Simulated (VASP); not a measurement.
# C (Fd-3m) in VASP: single point with PBE

Aim: the single point of C with PBE.

Program: VASP 6.6.1. These are calculated values, not measurements. Logs are shortened: lines on timing, memory, paths and dates and some standing lists are left out, and cuts for length are marked.

## 1. The cell of the first run

It takes space group Fd-3m (No. 227, cubic). Conventional cell: a = 3.572 Å, b = 3.572 Å, c = 3.572 Å, α = 90.00°, β = 90.00°, γ = 90.00°. C (site symmetry -43m) has 4 C at 1.55 Å within 2.1 Å.

## 2. Single point, PBE

Input file INCAR:

```
SYSTEM = C
  PREC = Accurate
  ENCUT = 600
  EDIFF = 1E-6
  ISMEAR = -1
  SIGMA = 0.06122561905347299
  LREAL = .FALSE.
  LASPH = .TRUE.
  NELM = 120
  ALGO = Normal
  ISIF = 2
  LWAVE = .FALSE.
  LCHARG = .TRUE.
  GGA = PE
  LELF = .TRUE.
  LVHAR = .TRUE.
  NBANDS = 11
  GGA_COMPAT = .FALSE.
```

Input file KPOINTS:

```
Automatic mesh
0
G
  8 8 8
  0 0 0
```

Input file POSCAR:

```
C
1.0
    0.0000000000      1.7858719099      1.7858719099
    1.7858719099      0.0000000000      1.7858719099
    1.7858719099      1.7858719099      0.0000000000
C
2
Direct
    0.0000000000      0.0000000000      0.0000000000
    0.2500000000      0.2500000000      0.2500000000
```

Potentials or basis: VASP PAW PBE potentials, release 64 (C).

Run with:

```console
$ cat potpaw_PBE.64/C/POTCAR > POTCAR
$ mpirun -np 1 vasp_std > vasp.out
```

OUTCAR:

```text
SYSTEM = C
   PREC = Accurate
   ENCUT = 600
   EDIFF = 1E-6
   ISMEAR = -1
   LREAL = .FALSE.
   LASPH = .TRUE.
   NELM = 120
   ISIF = 2
   GGA = PE

 ion  position               nearest neighbor table
   1  0.000  0.000  0.000-   2 1.55   2 1.55   2 1.55   2 1.55
   2  0.250  0.250  0.250-   1 1.55   1 1.55   1 1.55   1 1.55

  LATTYP: Found a face centered cubic cell.
 ALAT       =     3.5717438198

  Lattice vectors:

 A1 = (   0.0000000000,   1.7858719099,   1.7858719099)
 A2 = (   1.7858719099,   0.0000000000,   1.7858719099)
 A3 = (   1.7858719099,   1.7858719099,   0.0000000000)

Analysis of symmetry for initial positions (statically):
=====================================================================
 Subroutine PRICEL returns:
 Original cell was already a primitive cell.

 Routine SETGRP: Setting up the symmetry group for a
 face centered cubic supercell.

 Subroutine GETGRP returns: Found 48 space group operations
 (whereof 24 operations were pure point group operations)
 out of a pool of 48 trial point group operations.

The static configuration has the point symmetry T_d .
 The point group associated with its full space group is O_h .

Analysis of symmetry for dynamics (positions and initial velocities):
=====================================================================
 Subroutine PRICEL returns:
 Original cell was already a primitive cell.

 Routine SETGRP: Setting up the symmetry group for a
 face centered cubic supercell.

 Subroutine GETGRP returns: Found 48 space group operations
 (whereof 24 operations were pure point group operations)
 out of a pool of 48 trial point group operations.

The dynamic configuration has the point symmetry T_d .
 The point group associated with its full space group is O_h .

 Subroutine INISYM returns: Found 48 space group operations
 (whereof 24 operations are pure point group operations),
 and found     1 'primitive' translations

----------------------------------------------------------------------------------------

                                     Primitive cell

  volume of cell :      11.3915

  direct lattice vectors                    reciprocal lattice vectors
     0.000000000  1.785871910  1.785871910    -0.279975287  0.279975287  0.279975287
     1.785871910  0.000000000  1.785871910     0.279975287 -0.279975287  0.279975287
     1.785871910  1.785871910  0.000000000     0.279975287  0.279975287 -0.279975287

  length of vectors
     2.525604276  2.525604276  2.525604276     0.484931421  0.484931421  0.484931421

  position of ions in fractional coordinates (direct lattice)
     0.000000000  0.000000000  0.000000000
     0.250000000  0.250000000  0.250000000

  ion indices of the primitive-cell ions
   primitive index   ion index
                 1           1
                 2           2

----------------------------------------------------------------------------------------

 KPOINTS: Automatic mesh

Automatic generation of k-mesh.
 Grid dimensions read from file:
 generate k-points for:    8    8    8

 Generating k-lattice:

  Cartesian coordinates                     Fractional coordinates (reciprocal lattice)
    -0.034996911  0.034996911  0.034996911     0.125000000  0.000000000  0.000000000
     0.034996911 -0.034996911  0.034996911     0.000000000  0.125000000  0.000000000
     0.034996911  0.034996911 -0.034996911     0.000000000  0.000000000  0.125000000

  Length of vectors
     0.060616428  0.060616428  0.060616428

  Shift w.r.t. Gamma in fractional coordinates (k-lattice)
     0.000000000  0.000000000  0.000000000

 Subroutine IBZKPT returns following result:
 ===========================================

 Found     29 irreducible k-points:

 Following reciprocal coordinates:
            Coordinates               Weight
  0.000000  0.000000  0.000000      1.000000
  0.125000  0.000000  0.000000      8.000000
  0.250000  0.000000  0.000000      8.000000
  0.375000  0.000000  0.000000      8.000000
  0.500000  0.000000  0.000000      4.000000
  0.125000  0.125000  0.000000      6.000000
[... 16 lines left out ...]
  0.500000  0.250000  0.125000     48.000000
 -0.375000  0.250000  0.125000     24.000000
 [... further k-points ...]
   k-points           NKPTS =     29   k-points in BZ     NKDIM =     29   number of bands    NBANDS=     11
   number of dos      NEDOS =    301   number of ions     NIONS =      2
   total plane-waves  NPLWV =   8000
   dimension x,y,z NGX =    20 NGY =   20 NGZ =   20
   dimension x,y,z NGXF=    40 NGYF=   40 NGZF=   40
   ions per type =               2
   NGX,Y,Z   is equivalent  to a cutoff of  13.16, 13.16, 13.16 a.u.
   NGXF,Y,Z  is equivalent  to a cutoff of  26.33, 26.33, 26.33 a.u.
 SYSTEM =  C
   PREC   = accura    normal or accurate (medium, high low for compatibility)
   ISTART =      0    job   : 0-new  1-cont  2-samecut
   ICHARG =      2    charge: 1-file 2-atom 10-const
   ISPIN  =      1    spin polarized calculation?
   LNONCOLLINEAR =      F non collinear calculations
   LSORBIT =      F    spin-orbit coupling
   LASPH  =      T    aspherical Exc in radial PAW
   ENCUT  =  600.0 eV  44.10 Ry    6.64 a.u.   5.04  5.04  5.04*2*pi/ulx,y,z
   NELM   =    120;   NELMIN=  2; NELMDL= -5     # of ELM steps
   EDIFF  = 0.1E-05   stopping-criterion for ELM
   LREAL  =      F    real-space projection
   EDIFFG = 0.1E-04   stopping-criterion for IOM
   NSW    =      0    number of steps for IOM
   IBRION =     -1    ionic relax: 0-MD 1-quasi-New 2-CG
   NFREE  =      0    steps in history (QN), initial steepest desc. (CG)
   ISIF   =      2    stress and relaxation
   ISYM   =      2    0-nonsym 1-usesym 2-fastsym
   POTIM  = 0.5000    time-step for ionic-motion
   TEBEG  =    0.0;   TEEND  =   0.0 temperature during run
   PSTRESS=    0.0 pullay stress
   NELECT =       8.0000    total number of electrons
   NUPDOWN=      -1.0000    fix difference up-down
   EMIN   =  10.00;   EMAX   =-10.00  energy-range for DOS
   EFERMI =   0.00;   METHOD = LEGACY
   ISMEAR =    -1;   SIGMA  =   0.06  broadening in eV -4-tet -1-fermi 0-gaus
   EFERMI_NEDOS =   21; number of points for ismear=-14 and -15
   IALGO  =     38    algorithm
   IMIX   =      4    mixing-type and parameters
     AMIX     =   0.40;   BMIX     =  1.00
     AMIX_MAG =   1.60;   BMIX_MAG =  1.00
  volume/ion in A,a.u.               =       5.70        38.44
  Fermi-wavevector in a.u.,A,eV,Ry     =   1.455161  2.749856 28.810267  2.117495
  Thomas-Fermi vector in A             =   2.572228
   LORBIT       =      0    0 simple, 1 ext, 2 COOP (PROOUT), +10 PAW based schemes
   GGA     = PE    functional components
   LHFCALC =     F    Hartree Fock is set to
   AEXX    =    0.0000 exact exchange contribution
   IVDW    =     0    specifies the selected vdW correction
   LEPSILON=     F    determine dielectric tensor
   LRPA    =     F    only Hartree local field effects (RPA)
 non-spin polarized calculation
  energy-cutoff  :      600.00
  volume of cell :       11.39
 maximum number of plane-waves:       392
   NGX =  9   NGY =  9   NGZ =  9

 number of electron       7.9999999 magnetization

 Free energy of the ion-electron system (eV)
  ---------------------------------------------------
  ext. energy  EPLUGINS =         0.00000000
  ---------------------------------------------------
  free energy    TOTEN  =       -18.18975070 eV

  energy without entropy =      -18.18975070  energy(sigma->0) =      -18.18975070

 E-fermi :  10.8895     XC(G=0): -13.2294

 val. band max:        9.6681591303   @ k =   0.0000   0.0000   0.0000
 cond. band min:      13.7917337909   @ k =   0.3750   0.3750   0.0000
 fundamental gap:      4.1235746606
 Fermi energy:        10.8894844536

 k-point     1 :       0.0000    0.0000    0.0000
  band No.  band energies     occupation
      1     -11.7520      2.00000
      2       9.6682      2.00000
      3       9.6682      2.00000
      4       9.6682      2.00000
      5      15.2467      0.00000
      6      15.2467      0.00000
      7      15.2467      0.00000
      8      22.9032      0.00000
      9      28.9094      0.00000
     10      36.1579      0.00000
     11      36.1579      0.00000

 k-point     2 :       0.1250    0.0000    0.0000
  band No.  band energies     occupation
      1     -11.3213      2.00000
      2       7.2610      2.00000
      3       9.0186      2.00000
      4       9.0186      2.00000
      5      16.1010      0.00000
      6      16.1010      0.00000
      7      16.5221      0.00000
      8      23.2773      0.00000
      9      29.5583      0.00000
     10      33.1131      0.00000
     11      33.1131      0.00000

 k-point     3 :       0.2500    0.0000    0.0000
  band No.  band energies     occupation
      1     -10.0423      2.00000
      2       3.0967      2.00000
      3       7.9296      2.00000
      4       7.9296      2.00000
      5      17.4371      0.00000
      6      17.4371      0.00000
      7      17.7740      0.00000
      8      24.2342      0.00000
      9      30.3238      0.00000
     10      32.0316      0.00000
     11      32.0316      0.00000

 k-point     4 :       0.3750    0.0000    0.0000
  band No.  band energies     occupation
      1      -7.9837      2.00000
      2      -0.9723      2.00000
      3       7.1504      2.00000
      4       7.1504      2.00000
      5      18.0340      0.00000
      6      18.0340      0.00000
      7      18.3127      0.00000
      8      25.0837      0.00000
      9      30.7678      0.00000
     10      33.6273      0.00000
     11      33.6273      0.00000
[... 239 lines left out ...]
 k-point    22 :       0.3750    0.2500    0.1250
  band No.  band energies     occupation
      1      -8.9201      2.00000
      2       3.1742      2.00000
      3       4.1885      2.00000
      4       6.7911      2.00000
      5      16.2237      0.00000
      6      19.6780      0.00000
      7      21.2038      0.00000
      8      21.3791      0.00000
      9      30.2718      0.00000
     10      31.1964      0.00000
     11      35.3208      0.00000

 k-point    23 :       0.5000    0.2500    0.1250
  band No.  band energies     occupation
      1      -6.9020      2.00000
      2      -0.1496      2.00000
      3       3.4105      2.00000
      4       5.6032      2.00000
      5      17.6159      0.00000
      6      19.2758      0.00000
      7      22.0090      0.00000
      8      22.9703      0.00000
      9      29.8004      0.00000
     10      31.9165      0.00000
     11      35.7516      0.00000

 k-point    24 :      -0.3750    0.2500    0.1250
  band No.  band energies     occupation
      1      -4.9927      2.00000
      2      -2.6542      2.00000
      3       3.3743      2.00000
      4       5.0002      2.00000
      5      17.9539      0.00000
      6      19.0801      0.00000
      7      22.6629      0.00000
      8      24.4816      0.00000
      9      27.9553      0.00000
     10      33.4994      0.00000
     11      35.9413      0.00000

 [... further k-points ...]
[... 5 lines left out ...]
  --------------------------------------------------------------------------------------
  -------------------------------------------------------------------------------------
  Total       -0.0045900     -0.0045900     -0.0045900     -0.0000000     -0.0000000      0.0000000
  in kB       -0.6455679     -0.6455679     -0.6455679     -0.0000000     -0.0000000      0.0000000
  external PRESSURE =      -0.6455679 kB  Pullay stress =       0.0000000 kB

 VOLUME and BASIS-vectors are now :
 -----------------------------------------------------------------------------
  energy-cutoff  :      600.00
  volume of cell :       11.39
      direct lattice vectors                 reciprocal lattice vectors
     0.000000000  1.785871910  1.785871910    -0.279975287  0.279975287  0.279975287
     1.785871910  0.000000000  1.785871910     0.279975287 -0.279975287  0.279975287
     1.785871910  1.785871910  0.000000000     0.279975287  0.279975287 -0.279975287

 POSITION                                       TOTAL-FORCE (eV/Angst)
 -----------------------------------------------------------------------------------
      0.00000      0.00000      0.00000         0.000000     -0.000000     -0.000000
      0.89294      0.89294      0.89294         0.000000      0.000000      0.000000
 -----------------------------------------------------------------------------------
    total drift:                                0.000000      0.000000      0.000000

  FREE ENERGIE OF THE ION-ELECTRON SYSTEM (eV)
  ---------------------------------------------------
  free  energy   TOTEN  =       -18.1897506987 eV

  energy  without entropy=      -18.1897506987  energy(sigma->0) =      -18.18975070
```

Wall time 6.2 s (1 thread of Intel Xeon Platinum 8375C at 2.90GHz (Ice Lake), shared host); peak memory 0.12 GiB.

What came out:

* Free energy: -18.1898 eV
* Pressure: -0.1 GPa
* Band gap on the k mesh: 4.12 eV, indirect (least direct gap 5.58 eV)

A k mesh can miss the band edges.
